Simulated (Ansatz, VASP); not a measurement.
# One calculation of ScZnH2, two programs

```xyz
4
Lattice="4.3560 0.0000 0.0000 0.0000 4.3560 0.0000 0.0000 0.0000 2.4972" Properties=species:S:1:pos:R:3 pbc="T T T"
Sc    2.1780    2.1780    1.2486
Zn    0.0000    0.0000    0.0000
H     2.1780    0.0000    0.0000
H     0.0000    2.1780    0.0000
```

Alike in both runs: task single point; functional PBE; k mesh 4 × 4 × 6; occupations gaussian, width 0.1 eV; no spin polarisation.

|  | VASP | Ansatz |
| --- | --- | --- |
| version | VASP 6.6.1 | Ansatz 0.2.0 |
| potentials or method | VASP PAW PBE potentials, release 64 (Sc_sv, Zn, H), cutoff 520 eV | scalar-relativistic, plane waves, PAW |
| valence electrons in the cell | 25 | 25 |

```csv
,VASP,Ansatz,Ansatz less VASP
gap on the k mesh at the Fermi level (eV),none,none,-
pressure (GPa),-4.6,-4.8,-0.15
"traceless stress, the component that is largest in VASP (GPa)",24.50,24.35,-0.151
```

A gap of «none» marks a metal or a gap that the smearing closes.

The k mesh is coarse, so the values compare programs but aren't converged.
